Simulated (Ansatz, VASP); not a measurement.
**Cd3S2Cl2 in VASP and in Ansatz**

```
CELL_PARAMETERS angstrom
-4.43390 4.43390 4.43390
4.43390 -4.43390 4.43390
4.43390 4.43390 -4.43390
ATOMIC_POSITIONS crystal
Cd 0.25000 0.55290 0.30290
Cd 0.75000 0.94710 0.19710
Cd 0.30290 0.25000 0.55290
Cd 0.19710 0.75000 0.94710
Cd 0.55290 0.30290 0.25000
Cd 0.94710 0.19710 0.75000
S 0.54180 0.54180 0.54180
S 0.50000 0.00000 0.95820
S 0.95820 0.50000 0.00000
S 0.00000 0.95820 0.50000
Cl 0.02140 0.02140 0.02140
Cl 0.50000 0.00000 0.47860
Cl 0.47860 0.50000 0.00000
Cl 0.00000 0.47860 0.50000
```

Alike in both runs: task single point; functional PBEsol; k mesh 4 × 4 × 4; no spin polarisation.

|  | VASP | Ansatz |
| --- | --- | --- |
| version | VASP 6.6.1 | Ansatz 0.2.0 |
| potentials or method | VASP PAW PBE potentials, release 64 (Cd_sv_GW, S, Cl), cutoff 630 eV | PAW plane waves |
| occupations | fermi-dirac, width 0.1 eV | fermi-dirac |
| valence electrons in the cell | 172 | 172 |

|  | VASP | Ansatz | Ansatz less VASP |
| --- | --- | --- | --- |
| pressure (GPa) | -0.9 | -0.8 | +0.12 |
| rms of the force components (eV/Å) | 0.152 | 0.152 | +0.0001 |

VASP's potentials were made for PBE, not for PBEsol. Atom by atom the forces differ by 0.001 eV/Å (rms over components).
